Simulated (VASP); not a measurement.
Wanted: the native input for a VASP 6.6.1 run.

```yaml
Task: single point
Functional: LDA
Potentials_or_basis: VASP PAW LDA potentials, release 64 (La)
Cutoff: 520 eV
k_mesh: 9 × 9 × 9
Occupations: fermi-dirac, width 0.05 eV
Spin: no spin polarisation
Dipole_correction: no
Further_INCAR_settings: ALGO = Normal; EDIFF = 1e-07; NBANDS = 12
```

The structure of La lies in POSCAR:

```
La
1.0
   -2.1238310710      2.1238310710      2.1238310710
    2.1238310710     -2.1238310710      2.1238310710
    2.1238310710      2.1238310710     -2.1238310710
La
1
Direct
    0.0000000000      0.0000000000      0.0000000000
```

The input as run:

INCAR

```
  PREC = Accurate
  ENCUT = 520
  EDIFF = 1E-7
  ISMEAR = -1
  SIGMA = 0.05
  LREAL = False
  LASPH = True
  NELM = 100
  ALGO = Normal
  ISIF = 2
  LWAVE = False
  LCHARG = False
  NBANDS = 12
```

KPOINTS

```
regular mesh
0
Gamma
  9 9 9
```

Potentials or basis: VASP PAW LDA potentials, release 64 (La).

Run with:

```console
$ cat potpaw_LDA.64/La/POTCAR > POTCAR
$ mpirun -np 1 vasp_std > vasp.out
```

It gave:

The pressure is -3.9 GPa.

It took 7.1 s on 1 thread of Intel(R) Xeon(R) 6975P-C (Granite Rapids) (shared host), peak memory 0.16 GiB.
